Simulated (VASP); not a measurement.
A run of VASP 6.6.1:

Contents of INCAR:

```
PREC     = Accurate       # precision mode
ENCUT    = 500            # plane-wave cutoff, eV
EDIFF    = 1E-6           # SCF threshold, eV
ISMEAR   = 0              # smearing method
SIGMA    = 0.15           # smearing width, eV
LREAL    = False          # projectors in reciprocal space
LASPH    = True           # aspherical terms in the spheres
NELM     = 120            # most SCF steps
ALGO     = Normal         # electronic algorithm
ISIF     = 2              # what is computed and relaxed
LWAVE    = False          # write WAVECAR
LCHARG   = True           # write CHGCAR
GGA      = PS             # functional
LELF     = True           # ELF
LVHAR    = True         
NBANDS   = 14             # bands
GGA_COMPAT= False
```

Contents of KPOINTS:

```
Automatic mesh
0
Gamma
  24 24 14
```

File POSCAR:

```
TiAl
1.0
    3.0677224829      0.0000000000      0.0000000000
   -1.5338612414      2.6567256020      0.0000000000
    0.0000000000      0.0000000000      3.9813476862
Ti Al
1 1
Direct
    0.0000000000      0.0000000000      0.0000000000
    0.3333333333      0.6666666667      0.5000000000
```

Potentials or basis: VASP PAW PBE potentials, release 64 (Ti_sv, Al).

Launch:

```console
$ cat potpaw_PBE.64/Ti_sv/POTCAR potpaw_PBE.64/Al/POTCAR > POTCAR
$ mpirun -np 1 vasp_std > vasp.out
```

Hardware: 1 thread of Intel(R) Xeon(R) 6975P-C (Granite Rapids), on a shared host.

Question: How long does it take, and how much memory?

Answer: Run time: 58 s on 1 thread of Intel(R) Xeon(R) 6975P-C (Granite Rapids) (shared host), peak memory 0.32 GiB. Counts: scf iterations 14, k points 488.
